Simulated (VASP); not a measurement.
# P (P6_3/mmc) in VASP: single point with PBE

Aim: the single point of P with PBE.

Program: VASP 6.6.1. These are calculated values, not measurements. Logs are shortened: lines on timing, memory, paths and dates and some standing lists are left out, and cuts for length are marked.

## (1) The cell of the first run

The structure is hexagonal, space group P6_3/mmc (No. 194). The conventional cell has a = 3.281 Å, b = 3.281 Å, c = 37.692 Å, α = 90.00°, β = 90.00°, γ = 120.00°. P (site symmetry 3m) has 3 P at 2.26 Å within 3.0 Å. Within 3.0 Å of P (site symmetry 3m) lie 3 P at 2.26 Å. P (site symmetry 3m) has 3 P at 2.26 Å within 3.0 Å.

This isn't the form of P at room conditions, which is orthorhombic.

## (2) Single point, PBE

The input, INCAR:

```
  PREC = Accurate
  ENCUT = 520
  EDIFF = 1E-6
  ISMEAR = 0
  SIGMA = 0.02
  LREAL = False
  LASPH = True
  NELM = 80
  ALGO = Normal
  ISIF = 2
  LWAVE = False
  LCHARG = False
  GGA = PE
  NBANDS = 42
```

The input, KPOINTS:

```
regular mesh
0
Gamma
  12 12 1
```

The input, POSCAR:

```
P
1.0
    3.2810653235      0.0000000000      0.0000000000
   -1.6405326617      2.8414859217      0.0000000000
    0.0000000000      0.0000000000     37.6918935586
P
12
Direct
    0.0000000000      0.0000000000      0.1827713239
    0.0000000000      0.0000000000      0.6827713239
    0.0000000000      0.0000000000      0.3172286761
    0.0000000000      0.0000000000      0.8172286761
    0.3333333333      0.6666666667      0.5164666709
    0.6666666667      0.3333333333      0.0164666709
    0.3333333333      0.6666666667      0.9835333291
    0.6666666667      0.3333333333      0.4835333291
    0.3333333333      0.6666666667      0.6498381080
    0.6666666667      0.3333333333      0.1498381080
    0.3333333333      0.6666666667      0.8501618920
    0.6666666667      0.3333333333      0.3501618920
```

Potentials or basis: VASP PAW PBE potentials, release 64 (P).

On the command line:

```console
cat potpaw_PBE.64/P/POTCAR > POTCAR
mpirun -np 1 vasp_std > vasp.out
```

OUTCAR:

```text
PREC = Accurate
   ENCUT = 520
   EDIFF = 1E-6
   ISMEAR = 0
   LREAL = False
   LASPH = True
   NELM = 80
   ISIF = 2
   GGA = PE

 ion  position               nearest neighbor table
   1  0.000  0.000  0.183-  10 2.26  10 2.26  10 2.26
   2  0.000  0.000  0.683-   9 2.26   9 2.26   9 2.26
   3  0.000  0.000  0.317-  12 2.26  12 2.26  12 2.26
   4  0.000  0.000  0.817-  11 2.26  11 2.26  11 2.26
   5  0.333  0.667  0.516-   8 2.26   8 2.26   8 2.26
   6  0.667  0.333  0.016-   7 2.26   7 2.26   7 2.26
   7  0.333  0.667  0.984-   6 2.26   6 2.26   6 2.26
   8  0.667  0.333  0.484-   5 2.26   5 2.26   5 2.26
   9  0.333  0.667  0.650-   2 2.26   2 2.26   2 2.26
  10  0.667  0.333  0.150-   1 2.26   1 2.26   1 2.26
  11  0.333  0.667  0.850-   4 2.26   4 2.26   4 2.26
  12  0.667  0.333  0.350-   3 2.26   3 2.26   3 2.26

  LATTYP: Found a hexagonal cell.
 ALAT       =     3.2810653235
 C/A-ratio  =    11.4876998299

  Lattice vectors:

 A1 = (   3.2810653235,   0.0000000000,   0.0000000000)
 A2 = (  -1.6405326617,   2.8414859217,   0.0000000000)
 A3 = (   0.0000000000,   0.0000000000,  37.6918935586)

Analysis of symmetry for initial positions (statically):
=====================================================================
 Subroutine PRICEL returns:
 Original cell was already a primitive cell.

 Routine SETGRP: Setting up the symmetry group for a
 hexagonal supercell.

 Subroutine GETGRP returns: Found 24 space group operations
 (whereof 12 operations were pure point group operations)
 out of a pool of 24 trial point group operations.

The static configuration has the point symmetry D_3d.
 The point group associated with its full space group is D_6h.

Analysis of symmetry for dynamics (positions and initial velocities):
=====================================================================
 Subroutine PRICEL returns:
 Original cell was already a primitive cell.

 Routine SETGRP: Setting up the symmetry group for a
 hexagonal supercell.

 Subroutine GETGRP returns: Found 24 space group operations
 (whereof 12 operations were pure point group operations)
 out of a pool of 24 trial point group operations.

The dynamic configuration has the point symmetry D_3d.
[... 120 lines left out ...]
   ISIF   =      2    stress and relaxation
   ISYM   =      2    0-nonsym 1-usesym 2-fastsym
   POTIM  = 0.5000    time-step for ionic-motion
   TEBEG  =    0.0;   TEEND  =   0.0 temperature during run
   PSTRESS=    0.0 pullay stress
   NELECT =      60.0000    total number of electrons
   NUPDOWN=      -1.0000    fix difference up-down
   EMIN   =  10.00;   EMAX   =-10.00  energy-range for DOS
   EFERMI =   0.00;   METHOD = LEGACY
   ISMEAR =     0;   SIGMA  =   0.02  broadening in eV -4-tet -1-fermi 0-gaus
   EFERMI_NEDOS =   21; number of points for ismear=-14 and -15
   IALGO  =     38    algorithm
   IMIX   =      4    mixing-type and parameters
     AMIX     =   0.40;   BMIX     =  1.00
     AMIX_MAG =   1.60;   BMIX_MAG =  1.00
  volume/ion in A,a.u.               =      29.28       197.62
  Fermi-wavevector in a.u.,A,eV,Ry     =   0.908216  1.716279 11.222851  0.824856
  Thomas-Fermi vector in A             =   2.032116
   LORBIT       =      0    0 simple, 1 ext, 2 COOP (PROOUT), +10 PAW based schemes
   GGA     = PE    functional components
   LHFCALC =     F    Hartree Fock is set to
   AEXX    =    0.0000 exact exchange contribution
   IVDW    =     0    specifies the selected vdW correction
   LEPSILON=     F    determine dielectric tensor
   LRPA    =     F    only Hartree local field effects (RPA)
 non-spin polarized calculation
 Gauss-broadening in eV      SIGMA  =   0.02
  energy-cutoff  :      520.00
  volume of cell :      351.41
 maximum number of plane-waves:      9576
   NGX = 13   NGY = 13   NGZ =141

 number of electron      59.9999987 magnetization

 Free energy of the ion-electron system (eV)
  ---------------------------------------------------
  ext. energy  EPLUGINS =         0.00000000
  ---------------------------------------------------
  free energy    TOTEN  =       -64.41031953 eV

  energy without entropy =      -64.41031953  energy(sigma->0) =      -64.41031953

 E-fermi :   1.4946     XC(G=0):  -7.4145

 val. band max:        1.3825721040   @ k =   0.1667   0.0833   0.0000
 cond. band min:       3.1054634204   @ k =   0.3333   0.0000   0.0000
 fundamental gap:      1.7228913163
 Fermi energy:         1.4946433300

 k-point     1 :       0.0000    0.0000    0.0000
  band No.  band energies     occupation
      1     -12.8392      2.00000
      2     -12.8382      2.00000
      3     -12.8382      2.00000
      4     -12.8364      2.00000
      5     -12.8362      2.00000
      6     -12.8353      2.00000
[... 844 lines left out ...]
     41       6.7264      0.00000
     42       6.8434      0.00000

------------------------ aborting loop because EDIFF is reached ----------------------------------------

  FORCE on cell =-STRESS in cart. coord.  units (eV):
  Direction    XX          YY          ZZ          XY          YZ          ZX
  --------------------------------------------------------------------------------------
  -------------------------------------------------------------------------------------
  Total       -0.4700942     -0.4700942     -0.5670148     -0.0000000      0.0000000      0.0000000
  in kB       -2.1433207     -2.1433207     -2.5852149     -0.0000000      0.0000000      0.0000000
  external PRESSURE =      -2.2906188 kB  Pullay stress =       0.0000000 kB

 VOLUME and BASIS-vectors are now :
 -----------------------------------------------------------------------------
  energy-cutoff  :      520.00
  volume of cell :      351.41
      direct lattice vectors                 reciprocal lattice vectors
     3.281065324  0.000000000  0.000000000     0.304779058  0.175964271  0.000000000
    -1.640532662  2.841485922  0.000000000     0.000000000  0.351928543  0.000000000
     0.000000000  0.000000000 37.691893559     0.000000000  0.000000000  0.026530904

 POSITION                                       TOTAL-FORCE (eV/Angst)
 -----------------------------------------------------------------------------------
      0.00000      0.00000      6.88900         0.000000     -0.000000     -0.083741
      0.00000      0.00000     25.73494         0.000000      0.000000     -0.083741
      0.00000      0.00000     11.95695        -0.000000      0.000000      0.083741
      0.00000      0.00000     30.80290         0.000000      0.000000      0.083741
     -0.00000      1.89432     19.46661        -0.000000     -0.000000     -0.083693
      1.64053      0.94716      0.62066        -0.000000      0.000000     -0.083693
     -0.00000      1.89432     37.07123         0.000000      0.000000      0.083693
      1.64053      0.94716     18.22529         0.000000      0.000000      0.083693
     -0.00000      1.89432     24.49363        -0.000000      0.000000      0.083881
      1.64053      0.94716      5.64768         0.000000     -0.000000      0.083881
     -0.00000      1.89432     32.04421        -0.000000      0.000000     -0.083881
      1.64053      0.94716     13.19826         0.000000     -0.000000     -0.083881
 -----------------------------------------------------------------------------------
    total drift:                                0.000000     -0.000000      0.000000

  FREE ENERGIE OF THE ION-ELECTRON SYSTEM (eV)
  ---------------------------------------------------
  free  energy   TOTEN  =       -64.4103195265 eV

  energy  without entropy=      -64.4103195265  energy(sigma->0) =      -64.41031953
```

OSZICAR:

```text
N       E                     dE             d eps       ncg     rms          rms(c)
DAV:   1     0.284025296987E+03    0.28403E+03   -0.23030E+04  1596   0.116E+03
DAV:   2    -0.368169556029E+02   -0.32084E+03   -0.30587E+03  2032   0.196E+02
DAV:   3    -0.641225231361E+02   -0.27306E+02   -0.26905E+02  1990   0.590E+01
DAV:   4    -0.649500441254E+02   -0.82752E+00   -0.82340E+00  2150   0.113E+01
DAV:   5    -0.649743052372E+02   -0.24261E-01   -0.24228E-01  2268   0.196E+00    0.170E+01
DAV:   6    -0.645747467185E+02    0.39956E+00   -0.25248E-01  2004   0.172E+00    0.100E+01
DAV:   7    -0.644048593670E+02    0.16989E+00   -0.47961E-01  1944   0.237E+00    0.504E-01
DAV:   8    -0.644095269171E+02   -0.46676E-02   -0.44919E-02  2008   0.797E-01    0.274E-01
DAV:   9    -0.644098298836E+02   -0.30297E-03   -0.15194E-03  2494   0.153E-01    0.227E-01
DAV:  10    -0.644102567179E+02   -0.42683E-03   -0.10402E-03  1872   0.123E-01    0.214E-01
DAV:  11    -0.644103194309E+02   -0.62713E-04   -0.27009E-04  1932   0.682E-02    0.455E-02
DAV:  12    -0.644103195265E+02   -0.95612E-07   -0.52991E-06  2104   0.100E-02
   1 F= -.64410320E+02 E0= -.64410320E+02  d E =-.217680E-16
```

Run time: 3.6 min. Hardware: 1 thread of Intel Xeon Platinum 8488C (Sapphire Rapids), shared host; peak memory 0.49 GiB.

What came out:

```yaml
Free_energy: -64.4103 eV
Pressure: -0.2 GPa
Largest_force: 0.084 eV/Å
Band_gap_on_the_k_mesh: 1.72 eV (least direct gap 2.06 eV)
```

Forces in eV/Å, atoms in the order of the input:
```
P    0.000  0.000 -0.084
P    0.000  0.000 -0.084
P    0.000  0.000  0.084
P    0.000  0.000  0.084
P    0.000  0.000 -0.084
P    0.000  0.000 -0.084
P    0.000  0.000  0.084
P    0.000  0.000  0.084
P    0.000  0.000  0.084
P    0.000  0.000  0.084
P    0.000  0.000 -0.084
P    0.000  0.000 -0.084
```

Caveat: this functional lacks dispersion, which binds layers or chains, so the pressure and a relaxed spacing across them are unreliable. A k mesh can miss the band edges.
